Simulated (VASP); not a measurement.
Here is a VASP 6.6.1 calculation.

Contents of INCAR:

```
SYSTEM = InSb
PREC = Accurate
ENCUT = 520
EDIFF = 1E-6
ISMEAR = 0
SIGMA = 0.15
LREAL = .False.
LASPH = .True.
NELM = 100
ALGO = Normal
ISIF = 2
LWAVE = .False.
LCHARG = .True.
GGA = PE
LELF = .True.
LVHAR = .True.
NBANDS = 16
```

File KPOINTS:

```
regular mesh
0
Gamma
  14 14 14
  0 0 0
```

The input POSCAR:

```
InSb
1.0
    0.0000000000      3.6359498532      2.5706165462
    3.6359498532      0.0000000000      2.5706165462
    3.6359498532      3.6359498532      0.0000000000
In Sb
1 1
Direct
    0.0000000000      0.0000000000      0.0000000000
    0.7500000000      0.7500000000      0.7500000000
```

Potentials or basis: VASP PAW PBE potentials, release 64 (In_d, Sb).

Launch:

```bash
$ cat potpaw_PBE.64/In_d/POTCAR potpaw_PBE.64/Sb/POTCAR > POTCAR
$ mpirun -np 1 vasp_std > vasp.out
```

**Question.** What does it give for the band gap on the k mesh?

**Answer.** Zero (bands 9 and 10 overlap by 0.78 eV).

**Question.** Predict the pressure.

**Answer.** 1.1 GPa.

Stress tensor (GPa, compression positive):
```
-0.01  0.00  0.00
 0.00 -0.01  0.00
 0.00  0.00  3.19
```

Caveat: semilocal functionals underestimate gaps, so a narrow gap can read as zero; spin-orbit coupling is left out, which moves the levels of the heavy elements.
